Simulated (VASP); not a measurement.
Input of a VASP 6.6.1 run:

INCAR

```
ALGO = Fast
EDIFF = 1E-6
ENCUT = 520
GGA = CA
ISIF = 2
ISMEAR = 0
LASPH = True
LCHARG = False
LREAL = False
LWAVE = False
NBANDS = 13
NELM = 60
PREC = Accurate
SIGMA = 0.1
```

The input KPOINTS:

```
k-points
0
Gamma
  8 8 8
```

Contents of POSCAR:

```
Mo
1.0
   -1.5561832913      1.5561832913      1.5561832913
    1.5561832913     -1.5561832913      1.5561832913
    1.5561832913      1.5561832913     -1.5561832913
Mo
1
Direct
    0.0000000000      0.0000000000      0.0000000000
```

Potentials or basis: VASP PAW LDA potentials, release 64 (Mo_sv).

Run with:

```bash
$ cat potpaw_LDA.64/Mo_sv/POTCAR > POTCAR
$ mpirun -np 1 vasp_std > vasp.out
```

(1) Predict the band gap on the k mesh.

(2) Estimate the pressure.

## Answers

(1) zero (band 7 reaches 17.29 eV, above the bottom of band 8 at 11.62 eV).

(2) 1.2 GPa.
